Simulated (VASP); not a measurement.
# Ba (Im-3m) in VASP: settings compared, part 2 of 2

VASP 6.6.1.

## Step 3: Single point, RPBE

INCAR reads:

```
SYSTEM = Ba
ALGO = Fast
EDIFF = 1E-6
ENCUT = 520
GGA = RP
ISIF = 2
ISMEAR = -1
LASPH = .True.
LCHARG = .True.
LELF = .True.
LREAL = .False.
LVHAR = .True.
LWAVE = .False.
NBANDS = 11
NELM = 60
PREC = Accurate
SIGMA = 0.05
```

KPOINTS reads:

```
k-points
0
Gamma
  4 4 4
  0 0 0
```

POSCAR reads:

```
Ba
1.0
   -2.5065000000      2.5065000000      2.5065000000
    2.5065000000     -2.5065000000      2.5065000000
    2.5065000000      2.5065000000     -2.5065000000
Ba
1
Direct
    0.0000000000      0.0000000000      0.0000000000
```

Potentials or basis: VASP PAW PBE potentials, release 64 (Ba_sv).

Command:

```sh
cat potpaw_PBE.64/Ba_sv/POTCAR > POTCAR
mpirun -np 1 vasp_std > vasp.out
```

OUTCAR:

```text
SYSTEM = Ba
   EDIFF = 1E-6
   ENCUT = 520
   GGA = RP
   ISIF = 2
   ISMEAR = -1
   LASPH = .True.
   LREAL = .False.
   NELM = 60
   PREC = Accurate

 ion  position               nearest neighbor table
   1  0.000  0.000  0.000-

  LATTYP: Found a body centered cubic cell.
 ALAT       =     5.0130000000

  Lattice vectors:

 A1 = (  -2.5065000000,   2.5065000000,   2.5065000000)
 A2 = (   2.5065000000,  -2.5065000000,   2.5065000000)
 A3 = (   2.5065000000,   2.5065000000,  -2.5065000000)

Analysis of symmetry for initial positions (statically):
=====================================================================
 Subroutine PRICEL returns:
 Original cell was already a primitive cell.

 Routine SETGRP: Setting up the symmetry group for a
 body centered cubic supercell.

 Subroutine GETGRP returns: Found 48 space group operations
 (whereof 48 operations were pure point group operations)
 out of a pool of 48 trial point group operations.

The static configuration has the point symmetry O_h .

Analysis of symmetry for dynamics (positions and initial velocities):
=====================================================================
 Subroutine PRICEL returns:
 Original cell was already a primitive cell.

 Routine SETGRP: Setting up the symmetry group for a
 body centered cubic supercell.

 Subroutine GETGRP returns: Found 48 space group operations
 (whereof 48 operations were pure point group operations)
 out of a pool of 48 trial point group operations.

The dynamic configuration has the point symmetry O_h .

 Subroutine INISYM returns: Found 48 space group operations
 (whereof 48 operations are pure point group operations),
 and found     1 'primitive' translations

----------------------------------------------------------------------------------------

                                     Primitive cell

  volume of cell :      62.9888

[... 94 lines left out ...]
   GGA     = RP    functional components
   LHFCALC =     F    Hartree Fock is set to
   AEXX    =    0.0000 exact exchange contribution
   IVDW    =     0    specifies the selected vdW correction
   LEPSILON=     F    determine dielectric tensor
   LRPA    =     F    only Hartree local field effects (RPA)
 non-spin polarized calculation
 RMM-DIIS sequential band-by-band and
  energy-cutoff  :      520.00
  volume of cell :       62.99
 maximum number of plane-waves:      1724
   NGX = 17   NGY = 17   NGZ = 17

 number of electron      10.0000000 magnetization

 number of electron       9.9999999 magnetization

 Free energy of the ion-electron system (eV)
  ---------------------------------------------------
  ext. energy  EPLUGINS =         0.00000000
  ---------------------------------------------------
  free energy    TOTEN  =        -1.67347661 eV

  energy without entropy =       -1.66730341  energy(sigma->0) =       -1.67039001

 E-fermi :   1.7977     XC(G=0):  -7.3027

 val. band max:        1.5252015863   @ k =   0.5000   0.5000   0.2500
 cond. band min:       1.9149649667   @ k =   0.5000   0.5000   0.2500
 fundamental gap:      0.3897633804
 Fermi energy:         1.7976960274

 k-point     1 :       0.0000    0.0000    0.0000
  band No.  band energies     occupation
      1     -27.1695      2.00000
      2     -12.1313      2.00000
      3     -12.1313      2.00000
      4     -12.1313      2.00000
      5      -0.9855      2.00000
      6       3.6156      0.00000
      7       3.6156      0.00000
      8       3.6156      0.00000
      9       4.9948      0.00000
     10       4.9948      0.00000
     11       8.6695      0.00000
[... 85 lines left out ...]
 k-point     8 :       0.5000    0.5000    0.5000
  band No.  band energies     occupation
      1     -27.0948      2.00000
      2     -12.4451      2.00000
      3     -12.4451      2.00000
      4     -12.4451      2.00000
      5       1.2071      1.99999
      6       1.2071      1.99999
      7       6.1140      0.00000
      8       6.1140      0.00000
      9       6.1141      0.00000
     10       6.4916      0.00000
     11       6.4916      0.00000

------------------------ aborting loop because EDIFF is reached ----------------------------------------

  FORCE on cell =-STRESS in cart. coord.  units (eV):
  Direction    XX          YY          ZZ          XY          YZ          ZX
  --------------------------------------------------------------------------------------
  -------------------------------------------------------------------------------------
  Total        0.4081923      0.4081923      0.4081923      0.0000000      0.0000000     -0.0000000
  in kB       10.3827480     10.3827480     10.3827480      0.0000000      0.0000000     -0.0000000
  external PRESSURE =      10.3827480 kB  Pullay stress =       0.0000000 kB

 VOLUME and BASIS-vectors are now :
 -----------------------------------------------------------------------------
  energy-cutoff  :      520.00
  volume of cell :       62.99
      direct lattice vectors                 reciprocal lattice vectors
    -2.506500000  2.506500000  2.506500000     0.000000000  0.199481348  0.199481348
     2.506500000 -2.506500000  2.506500000     0.199481348  0.000000000  0.199481348
     2.506500000  2.506500000 -2.506500000     0.199481348  0.199481348  0.000000000

 POSITION                                       TOTAL-FORCE (eV/Angst)
 -----------------------------------------------------------------------------------
      0.00000      0.00000      0.00000        -0.000000      0.000000      0.000000
 -----------------------------------------------------------------------------------
    total drift:                                0.000000     -0.000000     -0.000000

  FREE ENERGIE OF THE ION-ELECTRON SYSTEM (eV)
  ---------------------------------------------------
  free  energy   TOTEN  =        -1.6734766065 eV

  energy  without entropy=       -1.6673034097  energy(sigma->0) =       -1.67039001
```

OSZICAR:

```text
N       E                     dE             d eps       ncg     rms          rms(c)
DAV:   1     0.541982065043E+02    0.54198E+02   -0.42445E+03   176   0.753E+02
DAV:   2     0.594935723214E+00   -0.53603E+02   -0.52162E+02   208   0.124E+02
DAV:   3    -0.162605274968E+01   -0.22210E+01   -0.22148E+01   214   0.287E+01
DAV:   4    -0.166866616470E+01   -0.42613E-01   -0.42584E-01   211   0.377E+00
DAV:   5    -0.167032908648E+01   -0.16629E-02   -0.16629E-02   246   0.612E-01    0.158E+00
RMM:   6    -0.167142696804E+01   -0.10979E-02   -0.28605E-03   181   0.556E-01    0.951E-01
RMM:   7    -0.167317545264E+01   -0.17485E-02   -0.91042E-03   192   0.109E+00    0.484E-02
RMM:   8    -0.167342465578E+01   -0.24920E-03   -0.61635E-04   215   0.216E-01    0.165E-02
RMM:   9    -0.167347137776E+01   -0.46722E-04   -0.22454E-04   240   0.846E-02    0.736E-03
RMM:  10    -0.167347613474E+01   -0.47570E-05   -0.28092E-05   236   0.354E-02    0.483E-03
RMM:  11    -0.167347660645E+01   -0.47172E-06   -0.56957E-06   205   0.136E-02
   1 F= -.16734766E+01 E0= -.16703900E+01  d E =-.617320E-02
```

It took 4.3 s on 1 thread of Intel Xeon Platinum 8488C (Sapphire Rapids), shared host; peak memory 0.16 GiB.

Results:

- Free energy: -1.6735 eV
- Pressure: 1.0 GPa
- Band gap on the k mesh: zero (band 5 reaches 2.27 eV, above the bottom of band 6 at 1.21 eV)

Levels at points of the mesh, in eV from the Fermi level:
```csv
k point,band 3,band 4,band 5,band 6,band 7,band 8
"(0.00, 0.00, 0.00)",-13.93,-13.93,-2.78,1.82,1.82,1.82
"(0.50, 0.00, 0.00)",-14.07,-13.93,-0.92,0.67,1.17,3.18
"(0.50, 0.50, 0.50)",-14.24,-14.24,-0.59,-0.59,4.32,4.32
```

Caveat: the k points lie up to 0.44 Å⁻¹ apart; the PAW data sets were made with another functional, which shifts forces and pressure a little; spin-orbit coupling is left out, which moves the levels of the heavy elements.

## Step 4: Single point, revPBE

INCAR reads:

```
SYSTEM = Ba
ALGO = Fast
EDIFF = 1E-6
ENCUT = 520
GGA = RE
ISIF = 2
ISMEAR = -1
LASPH = .TRUE.
LCHARG = .FALSE.
LREAL = .FALSE.
LWAVE = .FALSE.
NBANDS = 11
NELM = 100
PREC = Accurate
SIGMA = 0.05
```

KPOINTS reads:

```
k-points
0
G
  4 4 4
  0 0 0
```

POSCAR is that of step 3.

Potentials or basis: VASP PAW PBE potentials, release 64 (Ba_sv).

Command:

```sh
cat potpaw_PBE.64/Ba_sv/POTCAR > POTCAR
mpirun -np 1 vasp_std > vasp.out
```

OUTCAR:

```text
SYSTEM = Ba
   EDIFF = 1E-6
   ENCUT = 520
   GGA = RE
   ISIF = 2
   ISMEAR = -1
   LASPH = .TRUE.
   LREAL = .FALSE.
   NELM = 100
   PREC = Accurate

 ion  position               nearest neighbor table
   1  0.000  0.000  0.000-

  LATTYP: Found a body centered cubic cell.
 ALAT       =     5.0130000000

  Lattice vectors:

 A1 = (  -2.5065000000,   2.5065000000,   2.5065000000)
 A2 = (   2.5065000000,  -2.5065000000,   2.5065000000)
[... 274 lines left out ...]
      9       6.0838      0.00000
     10       6.4615      0.00000
     11       6.4616      0.00000

------------------------ aborting loop because EDIFF is reached ----------------------------------------

  FORCE on cell =-STRESS in cart. coord.  units (eV):
  Direction    XX          YY          ZZ          XY          YZ          ZX
  --------------------------------------------------------------------------------------
  -------------------------------------------------------------------------------------
  Total        0.3356483      0.3356483      0.3356483      0.0000000      0.0000000      0.0000000
  in kB        8.5375230      8.5375230      8.5375230      0.0000000      0.0000000      0.0000000
  external PRESSURE =       8.5375230 kB  Pullay stress =       0.0000000 kB

 VOLUME and BASIS-vectors are now :
 -----------------------------------------------------------------------------
  energy-cutoff  :      520.00
  volume of cell :       62.99
      direct lattice vectors                 reciprocal lattice vectors
    -2.506500000  2.506500000  2.506500000     0.000000000  0.199481348  0.199481348
     2.506500000 -2.506500000  2.506500000     0.199481348  0.000000000  0.199481348
     2.506500000  2.506500000 -2.506500000     0.199481348  0.199481348  0.000000000

 POSITION                                       TOTAL-FORCE (eV/Angst)
 -----------------------------------------------------------------------------------
      0.00000      0.00000      0.00000         0.000000      0.000000      0.000000
 -----------------------------------------------------------------------------------
    total drift:                                0.000000      0.000000     -0.000000

  FREE ENERGIE OF THE ION-ELECTRON SYSTEM (eV)
  ---------------------------------------------------
  free  energy   TOTEN  =        -1.7080414930 eV

  energy  without entropy=       -1.7019029421  energy(sigma->0) =       -1.70497222
```

OSZICAR:

```text
N       E                     dE             d eps       ncg     rms          rms(c)
DAV:   1     0.541291164626E+02    0.54129E+02   -0.42440E+03   176   0.753E+02
DAV:   2     0.559379225819E+00   -0.53570E+02   -0.52128E+02   208   0.124E+02
DAV:   3    -0.166161571501E+01   -0.22210E+01   -0.22148E+01   214   0.287E+01
DAV:   4    -0.170434027507E+01   -0.42725E-01   -0.42695E-01   211   0.377E+00
DAV:   5    -0.170601111922E+01   -0.16708E-02   -0.16708E-02   246   0.612E-01    0.158E+00
RMM:   6    -0.170654104564E+01   -0.52993E-03   -0.26814E-03   182   0.540E-01    0.947E-01
RMM:   7    -0.170776365486E+01   -0.12226E-02   -0.83202E-03   192   0.104E+00    0.456E-02
RMM:   8    -0.170799372679E+01   -0.23007E-03   -0.62842E-04   216   0.205E-01    0.160E-02
RMM:   9    -0.170803628846E+01   -0.42562E-04   -0.22552E-04   239   0.741E-02    0.753E-03
RMM:  10    -0.170804087539E+01   -0.45869E-05   -0.28930E-05   239   0.341E-02    0.560E-03
RMM:  11    -0.170804149298E+01   -0.61759E-06   -0.65770E-06   204   0.130E-02
   1 F= -.17080415E+01 E0= -.17049722E+01  d E =-.613855E-02
```

Run time: 3.8 s. Hardware: 1 thread of Intel Xeon Platinum 8488C (Sapphire Rapids), shared host; peak memory 0.17 GiB.

Results:

- Free energy: -1.7080 eV
- Pressure: 0.9 GPa
- Band gap on the k mesh: zero (band 5 reaches 2.24 eV, above the bottom of band 6 at 1.18 eV)

Levels at points of the mesh, in eV from the Fermi level:
```
           k point  band 1  band 2  band 3  band 4  band 5  band 6  band 7  band 8  band 9  band 10
(0.00, 0.00, 0.00)  -28.96  -13.92  -13.92  -13.92   -2.79    1.81    1.81    1.81    3.19     3.19
(0.50, 0.00, 0.00)  -28.92  -14.37  -14.07  -13.92   -0.93    0.66    1.18    3.17    3.75     5.18
(0.50, 0.50, 0.50)  -28.89  -14.23  -14.23  -14.23   -0.59   -0.59    4.31    4.31    4.31     4.69
```

Caveat: the k points lie up to 0.44 Å⁻¹ apart; the PAW data sets were made with another functional, which shifts forces and pressure a little; spin-orbit coupling is left out, which moves the levels of the heavy elements.

## Step 5: Single point, BLYP

INCAR reads:

```
SYSTEM = Ba
AGGAC    = 1.0          
AGGAX    = 1.0          
ALDAC    = 0.0          
ALDAX    = 1.0          
ALGO     = Normal         ! electronic algorithm
EDIFF    = 1E-6           ! SCF threshold, eV
ENCUT    = 520            ! plane-wave cutoff, eV
GGA      = B5             ! functional
ISIF     = 2              ! what is computed and relaxed
ISMEAR   = -1             ! smearing method
LASPH    = .TRUE.         ! aspherical terms in the spheres
LCHARG   = .FALSE.        ! write CHGCAR
LREAL    = .FALSE.        ! projectors in reciprocal space
LWAVE    = .FALSE.        ! write WAVECAR
NBANDS   = 11             ! bands
NELM     = 60             ! most SCF steps
PREC     = Accurate       ! precision mode
SIGMA    = 0.05           ! smearing width, eV
```

KPOINTS is that of step 4.

POSCAR is that of step 4.

Potentials or basis: VASP PAW PBE potentials, release 64 (Ba_sv).

Command:

```sh
cat potpaw_PBE.64/Ba_sv/POTCAR > POTCAR
mpirun -np 1 vasp_std > vasp.out
```

OUTCAR:

```text
SYSTEM = Ba
   EDIFF = 1E-6
   ENCUT = 520
   GGA = B5
   ISIF = 2
   ISMEAR = -1
   LASPH = .TRUE.
   LREAL = .FALSE.
   NELM = 60
   PREC = Accurate

 ion  position               nearest neighbor table
   1  0.000  0.000  0.000-

  LATTYP: Found a body centered cubic cell.
 ALAT       =     5.0130000000

  Lattice vectors:

 A1 = (  -2.5065000000,   2.5065000000,   2.5065000000)
 A2 = (   2.5065000000,  -2.5065000000,   2.5065000000)
 A3 = (   2.5065000000,   2.5065000000,  -2.5065000000)

Analysis of symmetry for initial positions (statically):
=====================================================================
 Subroutine PRICEL returns:
 Original cell was already a primitive cell.

 Routine SETGRP: Setting up the symmetry group for a
 body centered cubic supercell.

 Subroutine GETGRP returns: Found 48 space group operations
 (whereof 48 operations were pure point group operations)
 out of a pool of 48 trial point group operations.

The static configuration has the point symmetry O_h .

Analysis of symmetry for dynamics (positions and initial velocities):
[... 147 lines left out ...]

 k-point     1 :       0.0000    0.0000    0.0000
  band No.  band energies     occupation
      1     -26.8249      2.00000
      2     -11.8311      2.00000
      3     -11.8311      2.00000
      4     -11.8311      2.00000
      5      -0.5512      2.00000
      6       3.8256      0.00000
      7       3.8256      0.00000
      8       3.8256      0.00000
      9       5.1980      0.00000
     10       5.1980      0.00000
     11       9.1842      0.00000
[... 85 lines left out ...]
 k-point     8 :       0.5000    0.5000    0.5000
  band No.  band energies     occupation
      1     -26.7491      2.00000
      2     -12.1497      2.00000
      3     -12.1497      2.00000
      4     -12.1497      2.00000
      5       1.5605      1.99999
      6       1.5605      1.99999
      7       6.6074      0.00000
      8       6.6074      0.00000
      9       6.6076      0.00000
     10       6.6513      0.00000
     11       6.6513      0.00000

------------------------ aborting loop because EDIFF is reached ----------------------------------------

  FORCE on cell =-STRESS in cart. coord.  units (eV):
  Direction    XX          YY          ZZ          XY          YZ          ZX
  --------------------------------------------------------------------------------------
  -------------------------------------------------------------------------------------
  Total        0.3025520      0.3025520      0.3025520      0.0000000      0.0000000      0.0000000
  in kB        7.6956881      7.6956881      7.6956881      0.0000000      0.0000000      0.0000000
  external PRESSURE =       7.6956881 kB  Pullay stress =       0.0000000 kB

 VOLUME and BASIS-vectors are now :
 -----------------------------------------------------------------------------
  energy-cutoff  :      520.00
  volume of cell :       62.99
      direct lattice vectors                 reciprocal lattice vectors
    -2.506500000  2.506500000  2.506500000     0.000000000  0.199481348  0.199481348
     2.506500000 -2.506500000  2.506500000     0.199481348  0.000000000  0.199481348
     2.506500000  2.506500000 -2.506500000     0.199481348  0.199481348  0.000000000

 POSITION                                       TOTAL-FORCE (eV/Angst)
 -----------------------------------------------------------------------------------
      0.00000      0.00000      0.00000        -0.000000      0.000000      0.000000
 -----------------------------------------------------------------------------------
    total drift:                               -0.000000      0.000000     -0.000000

  FREE ENERGIE OF THE ION-ELECTRON SYSTEM (eV)
  ---------------------------------------------------
  free  energy   TOTEN  =        -1.2352144416 eV

  energy  without entropy=       -1.2293135561  energy(sigma->0) =       -1.23226400
```

OSZICAR:

```text
N       E                     dE             d eps       ncg     rms          rms(c)
DAV:   1     0.545953057059E+02    0.54595E+02   -0.42704E+03   176   0.755E+02
DAV:   2     0.103813198360E+01   -0.53557E+02   -0.52134E+02   208   0.125E+02
DAV:   3    -0.118485409397E+01   -0.22230E+01   -0.22164E+01   214   0.288E+01
DAV:   4    -0.123051928280E+01   -0.45665E-01   -0.45632E-01   211   0.386E+00
DAV:   5    -0.123241834369E+01   -0.18991E-02   -0.18990E-02   235   0.640E-01    0.179E+00
DAV:   6    -0.123204425825E+01    0.37409E-03   -0.51019E-03   206   0.736E-01    0.107E+00
DAV:   7    -0.123462031290E+01   -0.25761E-02   -0.14531E-02   179   0.126E+00    0.689E-02
DAV:   8    -0.123520696350E+01   -0.58665E-03   -0.12204E-03   209   0.284E-01    0.271E-02
DAV:   9    -0.123520761766E+01   -0.65415E-06   -0.30963E-05   253   0.328E-02    0.856E-03
DAV:  10    -0.123521416934E+01   -0.65517E-05   -0.83787E-06   206   0.232E-02    0.300E-03
DAV:  11    -0.123521444161E+01   -0.27226E-06   -0.87468E-07   190   0.449E-03
   1 F= -.12352144E+01 E0= -.12322640E+01  d E =-.590089E-02
```

stdout:

```text
POSCAR found type information on POSCAR Ba
 POSCAR found :  1 types and       1 ions
 scaLAPACK will be used
 -----------------------------------------------------------------------------
|                                                                             |
|                                                                             |
|     You enforced a specific xc type in the INCAR file but a different       |
|     I HOPE YOU KNOW WHAT YOU ARE DOING!                                     |
|                                                                             |
 -----------------------------------------------------------------------------

 LDA part: xc-table for (Slater(with rela. corr.)+VWN5), standard interpolation
 POSCAR, INCAR and KPOINTS ok, starting setup
 FFT: planning ... GRIDC
 FFT: planning ... GRID_SOFT
 FFT: planning ... GRID
 WAVECAR not read
 entering main loop
```

Run time: 8.9 s. Hardware: 1 thread of Intel Xeon Platinum 8488C (Sapphire Rapids), shared host; peak memory 0.17 GiB.

Results:

- Free energy: -1.2352 eV
- Pressure: 0.8 GPa
- Band gap on the k mesh: zero (band 5 reaches 2.67 eV, above the bottom of band 6 at 1.56 eV)

Caveat: the k points lie up to 0.44 Å⁻¹ apart; the PAW data sets were made with another functional, which shifts forces and pressure a little; spin-orbit coupling is left out, which moves the levels of the heavy elements.

## Step 6: Summary

```csv
level,gap on the mesh (eV),pressure (GPa)
PBEsol,none,-0.4
RPBE,none,1.0
revPBE,none,0.9
BLYP,none,0.8
```

Alike in all rows: task single point; potentials or basis VASP PAW PBE potentials, release 64 (Ba_sv); no spin polarisation; cell as given; k mesh 4 × 4 × 4; cutoff (eV) 520; smearing fermi-dirac 0.05 eV.

Caveats: all runs use coarse meshes; the PAW data sets were made with another functional, which shifts forces and pressure a little; spin-orbit coupling is left out, which moves the levels of the heavy elements.

Total energies depend on the potentials used, so only differences within one code and one set of settings carry meaning.
